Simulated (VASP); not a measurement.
AlN:

```xyz
2
Lattice="0.0067 2.0256 2.0256 2.0256 0.0067 2.0256 2.0256 2.0256 0.0067" Properties=species:S:1:pos:R:3 pbc="T T T"
Al    0.0000    0.0000    0.0000
N     2.0290    2.0290    2.0290
```

This cell differs from its parent crystal: strain along [111] +0.5%.

Base run:

* Program: VASP 6.6.1
* Functional: PBE
* Potentials or basis: VASP PAW PBE potentials, release 64 (Al, N)
* Cutoff: 520 eV
* k mesh: 10 × 10 × 10
* Occupations: fermi-dirac, width 0.02 eV
* Spin: no spin polarisation

Its results: band gap on the k mesh 4.57 eV, indirect (least direct gap 5.64 eV); pressure 4.8 GPa.

The run is repeated on the same cell with these changes: functional from PBE to r2SCAN; occupations from fermi-dirac, width 0.02 eV to gaussian, width 0.01 eV. What comes out?

Band gap on the k mesh 5.45 eV, indirect (least direct gap 6.48 eV); pressure -2.2 GPa.

Caveats: the PAW data sets were made with another functional, which shifts forces and pressure a little (some runs).

A k mesh can miss the band edges.
